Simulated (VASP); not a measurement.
**MnO: single point with PBE+U**

The system is MnO.

```
Mn O
1.0
     0.00000    2.28266    2.28266
     2.28266    0.00000    2.28266
     4.51370    2.23104   -2.23104
Mn O
2 2
Direct
  0.00000 0.00000 0.00000
  0.50000 0.00000 0.50000
  0.75000 0.50000 0.25000
  0.25000 0.50000 0.75000
```

```json
{
  "Program": "VASP 6.6.1",
  "Task": "single point",
  "Functional": "PBE",
  "Potentials or basis": "VASP PAW PBE potentials, release 64 (Mn_pv, O)",
  "Cutoff": "520 eV",
  "k mesh": "12 × 12 × 12",
  "Occupations": "gaussian, width 0.05 eV",
  "Spin": "collinear spin, antiferromagnetic start",
  "Starting moments": "[4.72, -4.72, 0.0, 0.0] μB",
  "Hubbard terms": "Mn d U = 3.9 eV",
  "Dipole correction": "no",
  "Further INCAR settings": "ALGO = Normal; EDIFF = 1e-07; NBANDS = 31"
}
```

| Property | Result |
| --- | --- |
| Pressure | -4.1 GPa |
| Band gap on the k mesh | 1.55 eV |
| Net moment | 0.00 μB per cell |
| Site moments | Mn +4.59, -4.59; O +0.00 μB |
| Valence electrons inside the program's atomic spheres | Mn 11.29; O 4.98 |

Levels at points of the mesh, in eV from the valence-band top:
Spin up:
```csv
k point,band 15,band 16,band 17,band 18,band 19,band 20,band 21,band 22,band 23,band 24
"(0.00, 0.00, 0.00)",-1.49,-1.49,-1.40,-0.54,-0.54,1.55,4.75,4.82,4.82,5.43
"(0.50, 0.00, 0.00)",-2.55,-2.38,-1.83,-0.58,-0.26,3.74,5.32,5.65,5.67,5.88
"(0.00, 0.50, 0.00)",-2.38,-2.38,-2.01,-0.35,-0.29,3.93,5.52,5.53,5.66,5.85
"(0.00, 0.00, 0.50)",-2.10,-2.10,-2.07,0.00,0.00,3.84,3.92,4.77,4.77,4.89
```
Spin down:
```
           k point  band 15  band 16  band 17  band 18  band 19  band 20  band 21  band 22  band 23  band 24
(0.00, 0.00, 0.00)    -1.49    -1.49    -1.40    -0.54    -0.54     1.55     4.75     4.82     4.82     5.43
(0.50, 0.00, 0.00)    -2.55    -2.38    -1.83    -0.58    -0.26     3.74     5.32     5.65     5.67     5.88
(0.00, 0.50, 0.00)    -2.38    -2.38    -2.01    -0.35    -0.29     3.93     5.52     5.53     5.66     5.85
(0.00, 0.00, 0.50)    -2.10    -2.10    -2.07     0.00     0.00     3.84     3.92     4.77     4.77     4.89
```

Eigenvalues of the final occupation matrices:
```
    site  spin  trace               eigenvalues
site 1 d     1   4.75  0.94 0.94 0.94 0.97 0.97
site 1 d     2   0.20  0.02 0.02 0.02 0.07 0.07
site 2 d     1   0.20  0.02 0.02 0.02 0.07 0.07
site 2 d     2   4.75  0.94 0.94 0.94 0.97 0.97
```

Wall time 14 min on 1 thread of AMD EPYC 7R43 64-Core Processor (Zen 3), on a shared host, peak memory 0.42 GiB.

Caveat: the cell stands under tension. The state reached can hang on the start; a lower one may exist.
